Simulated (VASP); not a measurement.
Set up this calculation in VASP 6.6.1, as the native input.

* Task: single point
* Functional: PBE
* Potentials or basis: VASP PAW PBE potentials, release 64 (Lu, Mn_pv, Br)
* Cutoff: 520 eV
* k mesh: 6 × 6 × 2
* Occupations: gaussian, width 0.1 eV
* Spin: collinear spin, ferromagnetic start
* Starting moments: [0.0, 0.0, 4.0, 0.0] μB
* Dipole correction: no
* Further INCAR settings: ALGO = Normal; EDIFF = 1e-07; NBANDS = 47

The structure of Lu2MnBr lies in POSCAR:

```
Lu2MnBr
1.0
    4.2134001300      0.0000000000      0.0000000000
   -2.1067000700      3.6489115500      0.0000000000
    0.0000000000      0.0000000000      7.5058275700
Lu Mn Br
2 1 1
Direct
    0.3333333300      0.6666666700      0.7163198600
    0.3333333300      0.6666666700      0.2836801400
    0.0000000000      0.0000000000      0.5000000000
    0.6666666700      0.3333333300      0.0000000000
```

The input as run:

INCAR

```
PREC     = Accurate       # precision mode
ENCUT    = 520            # plane-wave cutoff, eV
EDIFF    = 1E-7           # SCF threshold, eV
ISMEAR   = 0              # smearing method
SIGMA    = 0.1            # smearing width, eV
LREAL    = F              # projectors in reciprocal space
LASPH    = T              # aspherical terms in the spheres
NELM     = 150            # most SCF steps
ALGO     = Normal         # electronic algorithm
ISIF     = 2              # what is computed and relaxed
LWAVE    = F              # write WAVECAR
LCHARG   = F              # write CHGCAR
ISPIN    = 2              # spin polarisation
MAGMOM   = 0 0 4 0        # initial moments
LORBIT   = 11             # projections on sites
LMAXMIX  = 4              # l up to which the mixer works
GGA      = PE             # functional
NBANDS   = 47             # bands
```

KPOINTS

```
regular mesh
0
Gamma
  6 6 2
```

Potentials or basis: VASP PAW PBE potentials, release 64 (Lu, Mn_pv, Br).

Launch:

```bash
$ cat potpaw_PBE.64/Lu/POTCAR potpaw_PBE.64/Mn_pv/POTCAR potpaw_PBE.64/Br/POTCAR > POTCAR
$ mpirun -np 1 vasp_std > vasp.out
```

Results of the run:

The pressure is -3.6 GPa and the largest force is 0.319 eV/Å. The net moment is 3.27 μB per cell, the site moments are Lu -0.10; Mn +3.32; Br +0.00 μB and the valence electrons inside the program's atomic spheres are Lu 23.05; Mn 11.53; Br 4.85.

Caveat: the k points lie up to 0.42 Å⁻¹ apart.

Run time: 4.4 min on 1 thread of AMD EPYC 7R13, on a shared host, peak memory 0.32 GiB.
